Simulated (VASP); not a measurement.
Set up this calculation in VASP 6.6.1, as the native input.

```
Task                   : single point
Functional             : PBE
Dispersion             : D3(BJ)
Potentials or basis    : VASP PAW PBE potentials, release 64 (Ag, In_d)
Cutoff                 : 520 eV
k mesh                 : 2 × 3 × 1
Occupations            : fermi-dirac, width 0.05 eV
Spin                   : no spin polarisation
Dipole correction      : no
Further INCAR settings : LREAL = Auto; ALGO = Normal; EDIFF = 1e-07; NBANDS = 108
```

The structure of InAg16 lies in POSCAR:

```
InAg16
1.0
    8.1800000000      0.0000000000      0.0000000000
    0.0000000000      5.7841330000      0.0000000000
    0.0000000000      0.0000000000     15.3381000000
Ag In
16 1
Direct
    0.2500000000      0.2499942515      0.0651971235
    0.7500000000      0.2499942515      0.0651971235
    0.2500000000      0.7500000432      0.0651971235
    0.7500000000      0.7500000432      0.0651971235
   -0.0097188264      0.0041319935      0.1514985559
    0.5137163814     -0.0065178308      0.1522548425
    0.0129584352      0.4854487267      0.1529524517
    0.4985941320      0.4849473551      0.1570663902
    0.2595965770      0.1994075862      0.2428723245
    0.7430195599      0.2413672023      0.2544448139
    0.2518581907      0.6848217356      0.2758164310
    0.7695721271      0.7438106973      0.2452454998
    0.0134229829     -0.0238237952      0.3438496294
    0.4961369193     -0.0062585006      0.3547245096
   -0.0775672372      0.5142689492      0.3769371695
    0.5532396088      0.5129550099      0.3675618232
    0.2339853301      0.3325995443      0.4179526799
```

These files were run (other wordings do the same):

INCAR

```
SYSTEM = InAg16
PREC = Accurate
ENCUT = 520
EDIFF = 1E-7
ISMEAR = -1
SIGMA = 0.05
LREAL = Auto
LASPH = .TRUE.
NELM = 80
ALGO = Normal
ISIF = 2
LWAVE = .FALSE.
LCHARG = .FALSE.
GGA = PE
IVDW = 12
NBANDS = 108
```

KPOINTS

```
regular mesh
0
G
  2 3 1
  0 0 0
```

Potentials or basis: VASP PAW PBE potentials, release 64 (Ag, In_d).

The run is started by

```sh
$ cat potpaw_PBE.64/Ag/POTCAR potpaw_PBE.64/In_d/POTCAR > POTCAR
$ mpirun -np 1 vasp_std > vasp.out
```

It gave:

- Largest force: 0.753 eV/Å
- Band gap on the k mesh: zero (an odd number of electrons rules out a gap without spin polarisation)
- Dispersion energy per atom: -0.361 eV

Caveat: the k points lie up to 0.38 Å⁻¹ apart, too coarse for converged energies and pressures of a metal; spin-orbit coupling is left out, which moves the levels of the heavy elements.

It took 9.2 min on 1 thread of Intel(R) Xeon(R) Platinum 8259CL CPU @ 2.50GHz (Skylake/Cascade Lake), with other jobs on the host, peak memory 0.8 GiB.
